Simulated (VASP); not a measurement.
# Zr2Si3 (R-3m) in VASP: further runs

Runs on Zr2Si3. Level: PBE. Tasks: single point.

Everything below comes from runs of VASP 6.6.1. Logs are shortened: lines on timing, memory, paths and dates and some standing lists are left out, and cuts for length are marked.

**1. The cell of the first run**

It takes space group R-3m (No. 166, trigonal). Conventional cell: a = 3.391 Å, b = 3.391 Å, c = 23.578 Å, α = 90.00°, β = 90.00°, γ = 120.00°. Zr (site symmetry 3m) has 6 Si at 2.38 to 2.51 Å within 3.1 Å. Si (site symmetry -3m) has 6 Zr at 2.51 Å within 3.3 Å. Within 3.1 Å of Si (site symmetry 3m) lie 3 Zr at 2.38 Å and 3 Si at 2.81 Å.

**2. Single point, PBE**

INCAR reads:

```
  PREC = Accurate
  ENCUT = 520
  EDIFF = 1E-6
  ISMEAR = 0
  SIGMA = 0.1
  LREAL = F
  LASPH = T
  NELM = 60
  ALGO = Normal
  ISIF = 2
  LWAVE = F
  LCHARG = F
  GGA = PE
  NBANDS = 26
```

KPOINTS reads:

```
regular mesh
0
Gamma
  6 6 6
```

POSCAR reads:

```
Zr2Si3
1.0
    1.6954360974      0.9788604872      7.8592063307
   -1.6954360974      0.9788604872      7.8592063307
    0.0000000000     -1.9577209744      7.8592063307
Zr Si
2 3
Direct
    0.4000000000      0.4000000000      0.4000000000
    0.6000000000      0.6000000000      0.6000000000
    0.0000000000      0.0000000000      0.0000000000
    0.2095000000      0.2095000000      0.2095000000
    0.7905000000      0.7905000000      0.7905000000
```

Potentials or basis: VASP PAW PBE potentials, release 64 (Zr_sv, Si).

Launch:

```sh
cat potpaw_PBE.64/Zr_sv/POTCAR potpaw_PBE.64/Si/POTCAR > POTCAR
mpirun -np 1 vasp_std > vasp.out
```

OUTCAR:

```text
PREC = Accurate
   ENCUT = 520
   EDIFF = 1E-6
   ISMEAR = 0
   LREAL = F
   LASPH = T
   NELM = 60
   ISIF = 2
   GGA = PE

 ion  position               nearest neighbor table
   1  0.400  0.400  0.400-   5 2.38   5 2.38   5 2.38   3 2.51   3 2.51   3 2.51   2 3.70   2 3.70
                             2 3.70
   2  0.600  0.600  0.600-   4 2.38   4 2.38   4 2.38   3 2.51   3 2.51   3 2.51   1 3.70   1 3.70
                             1 3.70
   3  0.000  0.000  0.000-   2 2.51   1 2.51   2 2.51   2 2.51   1 2.51   1 2.51
   4  0.209  0.209  0.209-   2 2.38   2 2.38   2 2.38   5 2.81   5 2.81   5 2.81
   5  0.791  0.791  0.791-   1 2.38   1 2.38   1 2.38   4 2.81   4 2.81   4 2.81

  LATTYP: Found a trigonal (rhomboedric) cell.
 ALAT       =     8.0993700719
 COS(alpha) =     0.9123624232

  Lattice vectors:

 A1 = (   1.6954360974,   0.9788604872,   7.8592063307)
 A2 = (  -1.6954360974,   0.9788604872,   7.8592063307)
 A3 = (   0.0000000000,  -1.9577209744,   7.8592063307)

Analysis of symmetry for initial positions (statically):
=====================================================================
 Subroutine PRICEL returns:
 Original cell was already a primitive cell.

 Routine SETGRP: Setting up the symmetry group for a
 trigonal (rhombohedral) supercell.

 Subroutine GETGRP returns: Found 12 space group operations
 (whereof 12 operations were pure point group operations)
 out of a pool of 12 trial point group operations.

The static configuration has the point symmetry D_3d.

Analysis of symmetry for dynamics (positions and initial velocities):
=====================================================================
 Subroutine PRICEL returns:
 Original cell was already a primitive cell.

 Routine SETGRP: Setting up the symmetry group for a
 trigonal (rhombohedral) supercell.

 Subroutine GETGRP returns: Found 12 space group operations
 (whereof 12 operations were pure point group operations)
 out of a pool of 12 trial point group operations.

The dynamic configuration has the point symmetry D_3d.

 Subroutine INISYM returns: Found 12 space group operations
 (whereof 12 operations are pure point group operations),
 and found     1 'primitive' translations

----------------------------------------------------------------------------------------

                                     Primitive cell

  volume of cell :      78.2586

[... 89 lines left out ...]
   LNONCOLLINEAR =      F non collinear calculations
   LSORBIT =      F    spin-orbit coupling
   LASPH  =      T    aspherical Exc in radial PAW
   ENCUT  =  520.0 eV  38.22 Ry    6.18 a.u.  15.06 15.06 15.06*2*pi/ulx,y,z
   NELM   =     60;   NELMIN=  2; NELMDL= -5     # of ELM steps
   EDIFF  = 0.1E-05   stopping-criterion for ELM
   LREAL  =      F    real-space projection
   EDIFFG = 0.1E-04   stopping-criterion for IOM
   NSW    =      0    number of steps for IOM
   IBRION =     -1    ionic relax: 0-MD 1-quasi-New 2-CG
   NFREE  =      0    steps in history (QN), initial steepest desc. (CG)
   ISIF   =      2    stress and relaxation
   ISYM   =      2    0-nonsym 1-usesym 2-fastsym
   POTIM  = 0.5000    time-step for ionic-motion
   TEBEG  =    0.0;   TEEND  =   0.0 temperature during run
   PSTRESS=    0.0 pullay stress
   NELECT =      36.0000    total number of electrons
   NUPDOWN=      -1.0000    fix difference up-down
   EMIN   =  10.00;   EMAX   =-10.00  energy-range for DOS
   EFERMI =   0.00;   METHOD = LEGACY
   ISMEAR =     0;   SIGMA  =   0.10  broadening in eV -4-tet -1-fermi 0-gaus
   EFERMI_NEDOS =   21; number of points for ismear=-14 and -15
   IALGO  =     38    algorithm
   IMIX   =      4    mixing-type and parameters
     AMIX     =   0.40;   BMIX     =  1.00
     AMIX_MAG =   1.60;   BMIX_MAG =  1.00
  volume/ion in A,a.u.               =      15.65       105.62
  Fermi-wavevector in a.u.,A,eV,Ry     =   1.263761  2.388162 21.729753  1.597092
  Thomas-Fermi vector in A             =   2.397101
   LORBIT       =      0    0 simple, 1 ext, 2 COOP (PROOUT), +10 PAW based schemes
   GGA     = PE    functional components
   LHFCALC =     F    Hartree Fock is set to
   AEXX    =    0.0000 exact exchange contribution
   IVDW    =     0    specifies the selected vdW correction
   LEPSILON=     F    determine dielectric tensor
   LRPA    =     F    only Hartree local field effects (RPA)
 non-spin polarized calculation
 Gauss-broadening in eV      SIGMA  =   0.10
  energy-cutoff  :      520.00
  volume of cell :       78.26
 maximum number of plane-waves:      2129
   NGX = 31   NGY = 31   NGZ = 31

 number of electron      36.0000000 magnetization

 Free energy of the ion-electron system (eV)
  ---------------------------------------------------
  ext. energy  EPLUGINS =         0.00000000
  ---------------------------------------------------
  free energy    TOTEN  =       -29.93791658 eV

  energy without entropy =      -29.91669396  energy(sigma->0) =      -29.92730527

 E-fermi :  10.6343     XC(G=0): -11.6446

 val. band max:       10.6242157588   @ k =   0.1667   0.1667   0.0000
 cond. band min:      10.6617555106   @ k =  -0.3333   0.5000   0.1667
 fundamental gap:      0.0375397518
 Fermi energy:        10.6342613615

 k-point     1 :       0.0000    0.0000    0.0000
  band No.  band energies     occupation
      1     -37.2010      2.00000
      2     -37.1850      2.00000
      3     -15.7620      2.00000
      4     -15.5316      2.00000
      5     -15.2291      2.00000
      6     -15.2291      2.00000
[... 685 lines left out ...]
     25      15.4852      0.00000
     26      15.6268      0.00000

 [... further k-points ...]
[... 5 lines left out ...]
  --------------------------------------------------------------------------------------
  -------------------------------------------------------------------------------------
  Total       22.2753090     22.2753090     17.8425629      0.0000000      0.0000000      0.0000000
  in kB      456.0391798    456.0391798    365.2882088      0.0000000      0.0000000      0.0000000
  external PRESSURE =     425.7888561 kB  Pullay stress =       0.0000000 kB

 VOLUME and BASIS-vectors are now :
 -----------------------------------------------------------------------------
  energy-cutoff  :      520.00
  volume of cell :       78.26
      direct lattice vectors                 reciprocal lattice vectors
     1.695436097  0.978860487  7.859206331     0.294909375  0.170266007  0.042413104
    -1.695436097  0.978860487  7.859206331    -0.294909375  0.170266007  0.042413104
     0.000000000 -1.957720974  7.859206331     0.000000000 -0.340532014  0.042413104

 POSITION                                       TOTAL-FORCE (eV/Angst)
 -----------------------------------------------------------------------------------
      0.00000      0.00000      9.43105         0.000000      0.000000     -2.760440
      0.00000      0.00000     14.14657         0.000000     -0.000000      2.760440
      0.00000      0.00000      0.00000         0.000000     -0.000000      0.000000
      0.00000      0.00000      4.93951         0.000000      0.000000     -5.781897
      0.00000      0.00000     18.63811         0.000000     -0.000000      5.781897
 -----------------------------------------------------------------------------------
    total drift:                                0.000000     -0.000000      0.000000

  FREE ENERGIE OF THE ION-ELECTRON SYSTEM (eV)
  ---------------------------------------------------
  free  energy   TOTEN  =       -29.9379165781 eV

  energy  without entropy=      -29.9166939566  energy(sigma->0) =      -29.92730527
```

stdout:

```text
POSCAR found type information on POSCAR ZrSi
 POSCAR found :  2 types and       5 ions
 scaLAPACK will be used
 LDA part: xc-table for (Slater+PW92), standard interpolation
 POSCAR, INCAR and KPOINTS ok, starting setup
 FFT: planning ... GRIDC
 FFT: planning ... GRID_SOFT
 FFT: planning ... GRID
 WAVECAR not read
 entering main loop
```

Run time: 2.1 min. Hardware: 1 thread of Intel Xeon 6975P-C (Granite Rapids), shared host; peak memory 0.47 GiB.

What came out:

* Free energy: -29.9379 eV
* Pressure: 42.6 GPa
* Largest force: 5.782 eV/Å
* Band gap on the k mesh: zero (band 18 reaches 11.64 eV, above the bottom of band 19 at 10.49 eV)

Forces in eV/Å, atoms in the order of the input:
```
Zr   0.000  0.000 -2.760
Zr   0.000  0.000  2.760
Si   0.000  0.000  0.000
Si   0.000  0.000 -5.782
Si   0.000  0.000  5.782
```

Levels at points of the mesh, in eV from the Fermi level:
```csv
k point,band 14,band 15,band 16,band 17,band 18,band 19,band 20,band 21,band 22,band 23
"(0.00, 0.00, 0.00)",-1.86,-1.86,-1.15,-1.15,1.01,1.01,1.84,1.84,2.43,2.64
"(0.50, 0.00, 0.00)",-3.66,-2.59,-1.75,-1.24,-0.51,0.29,0.56,2.35,3.44,3.81
"(0.50, 0.50, 0.00)",-3.35,-2.78,-2.15,-0.31,-0.08,0.34,0.80,1.52,2.46,4.15
"(0.50, 0.50, 0.50)",-1.93,-1.30,-0.99,-0.99,0.79,0.79,1.63,2.06,2.06,3.23
```

Caveat: forces of over 1 eV/Å act on the atoms, so gaps and moduli don't describe the material at rest.

**3. Single point, PBE**

This run uses another cell than the first one, of 17.88 Å³/atom, 1.142 times its volume.

INCAR reads:

```
SYSTEM = Zr2Si3
PREC     = Accurate       ! precision mode
ENCUT    = 520            ! plane-wave cutoff, eV
EDIFF    = 1E-6           ! SCF threshold, eV
ISMEAR   = 0              ! smearing method
SIGMA    = 0.1            ! smearing width, eV
LREAL    = .FALSE.        ! projectors in reciprocal space
LASPH    = .TRUE.         ! aspherical terms in the spheres
NELM     = 60             ! most SCF steps
ALGO     = Normal         ! electronic algorithm
ISIF     = 2              ! what is computed and relaxed
LWAVE    = .FALSE.        ! write WAVECAR
LCHARG   = .TRUE.         ! write CHGCAR
GGA      = PE             ! functional
LELF     = .TRUE.         ! ELF
LVHAR    = .TRUE.       
NBANDS   = 26             ! bands
```

KPOINTS reads:

```
Automatic mesh
0
G
  6 6 6
  0 0 0
```

POSCAR reads:

```
Zr2Si3
1.0
    1.9810272264      1.1437466024      6.5762544009
   -1.9810272264      1.1437466024      6.5762544009
    0.0000000000     -2.2874932049      6.5762544009
Zr Si
2 3
Direct
    0.4107584730      0.4107584730      0.4107584730
    0.5892415270      0.5892415270      0.5892415270
    0.0000000000      0.0000000000      0.0000000000
    0.1695555846      0.1695555846      0.1695555846
    0.8304444154      0.8304444154      0.8304444154
```

Potentials or basis: VASP PAW PBE potentials, release 64 (Zr_sv, Si).

Launch:

```sh
cat potpaw_PBE.64/Zr_sv/POTCAR potpaw_PBE.64/Si/POTCAR > POTCAR
mpirun -np 1 vasp_std > vasp.out
```

Run time: 2.4 min. Hardware: 1 thread of Intel Xeon 6975P-C (Granite Rapids), shared host; peak memory 0.4 GiB.

Results (log left out):

```
Free energy            : -35.6678 eV
Pressure               : 0.0 GPa
Largest force          : 0.009 eV/Å
Band gap on the k mesh : zero (band 18 reaches 10.41 eV, above the bottom of band 19 at 8.90 eV)
```

Forces on the atoms (eV/Å):
```
Zr   0.000  0.000 -0.009
Zr   0.000  0.000  0.009
Si   0.000  0.000  0.000
Si   0.000  0.000 -0.004
Si   0.000  0.000  0.004
```

Levels at points of the mesh, in eV from the Fermi level:
| k point | band 16 | band 17 | band 18 | band 19 | band 20 | band 21 |
| --- | --- | --- | --- | --- | --- | --- |
| (0.00, 0.00, 0.00) | -1.25 | -1.03 | -1.03 | -0.72 | 0.61 | 0.61 |
| (0.50, 0.00, 0.00) | -2.81 | -1.65 | -0.52 | 1.53 | 1.62 | 1.82 |
| (0.50, 0.50, 0.00) | -2.90 | -1.39 | 0.79 | 0.81 | 0.96 | 1.78 |
| (0.50, 0.50, 0.50) | -1.79 | -0.69 | -0.69 | -0.62 | -0.46 | -0.46 |
